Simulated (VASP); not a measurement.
Input of a VASP 6.6.1 run:

The input INCAR:

```
SYSTEM = Ta
AGGAC = 1.0
AGGAX = 1.0
ALDAC = 0.0
ALDAX = 1.0
ALGO = Normal
EDIFF = 1E-6
ENCUT = 520
GGA = B5
ISIF = 2
ISMEAR = -1
LASPH = .TRUE.
LCHARG = .TRUE.
LELF = .TRUE.
LREAL = .FALSE.
LVHAR = .TRUE.
LWAVE = .FALSE.
NBANDS = 18
NELM = 80
PREC = Accurate
SIGMA = 0.1
```

File KPOINTS:

```
k-points
0
G
  14 14 7
  0 0 0
```

POSCAR

```
Ta
1.0
    3.0299251668      0.0000000000      0.0000000000
   -1.5149625834      2.6239921660      0.0000000000
    0.0000000000      0.0000000000      5.4545944513
Ta
2
Direct
    0.3333333333      0.6666666667      0.2500000000
    0.6666666667      0.3333333333      0.7500000000
```

Potentials or basis: VASP PAW PBE potentials, release 64 (Ta_pv).

Run with:

```bash
$ cat potpaw_PBE.64/Ta_pv/POTCAR > POTCAR
$ mpirun -np 1 vasp_std > vasp.out
```

(1) Estimate the band gap on the k mesh.

(2) What does it give for the pressure?

Answers

(1) zero (band 11 reaches 5.92 eV, above the bottom of band 12 at 4.43 eV).

(2) -15.0 GPa.

Caveat: the PAW data sets were made with another functional, which shifts forces and pressure a little; spin-orbit coupling is left out, which moves the levels of the heavy elements.
